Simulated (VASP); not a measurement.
Crystal: CuO.

```
Cu O
1.0
     2.84058    0.00000    0.00000
     0.03854    2.84037    0.00000
     0.01726    0.01701    5.10638
Cu O
2 2
Cartesian
  0.0193 1.4202 0.0000
  1.4289 0.0085 2.5532
  2.8491 0.0175 3.8292
  0.0473 2.8399 1.2772
```

Base run:

* Program: VASP 6.6.1
* Functional: PBE
* Potentials or basis: VASP PAW PBE potentials, release 64 (Cu_sv_GW, O)
* Cutoff: 700 eV
* k mesh: 9 × 9 × 5
* Occupations: fermi-dirac, width 0.05 eV
* Spin: no spin polarisation

Its results: band gap on the k mesh zero (bands 25 and 26 overlap by 0.97 eV); pressure 11.0 GPa; largest force 0.011 eV/Å.

The run is repeated on the same cell with these changes: functional from PBE to PBEsol. What comes out?

Band gap on the k mesh zero (bands 25 and 26 overlap by 0.99 eV); pressure 2.9 GPa; largest force 0.012 eV/Å.

PBEsol binds more tightly than PBE, so the same cell stands under less pressure.

Caveats: semilocal functionals often make such compounds metallic where correlation or magnetic order opens a gap, which also shifts bond lengths; the cell stands under pressure (at least some runs); the PAW data sets were made with another functional, which shifts forces and pressure a little (at least some runs).
